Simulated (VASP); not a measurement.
In3Se, 4 atoms in the cell. Symmetry: Pm-3m, No. 221, cubic system. Conventional cell: a = 4.904 Å, b = 4.904 Å, c = 4.904 Å, α = 90.00°, β = 90.00°, γ = 90.00°. In (site symmetry 4/mmm) has 8 In at 3.47 Å and 4 Se at 3.47 Å within 4.6 Å. Within 4.6 Å of Se (site symmetry m-3m) lie 12 In at 3.47 Å.  This cell differs from its parent crystal: functional PBEsol, strained.

```yaml
Program: VASP 6.6.1
Task: single point
Functional: PBEsol
Potentials_or_basis: VASP PAW PBE potentials, release 64 (In_d, Se)
Cutoff: 520 eV
k_mesh: 10 × 10 × 10
Occupations: gaussian, width 0.1 eV
Spin: no spin polarisation
Dipole_correction: no
Further_INCAR_settings: ALGO = Normal; EDIFF = 1e-06; NBANDS = 30
```

Potentials or basis: VASP PAW PBE potentials, release 64 (In_d, Se).

Command:

```console
$ cat potpaw_PBE.64/In_d/POTCAR potpaw_PBE.64/Se/POTCAR > POTCAR
$ mpirun -np 1 vasp_std > vasp.out
```

Hardware: 1 thread of Intel(R) Xeon(R) 6975P-C (Granite Rapids) (shared host).

How long does it take, and how much memory?

Run time: 51 s on 1 thread of Intel(R) Xeon(R) 6975P-C (Granite Rapids), on a shared host, peak memory 0.31 GiB. Counts: scf iterations 12, k points 56.
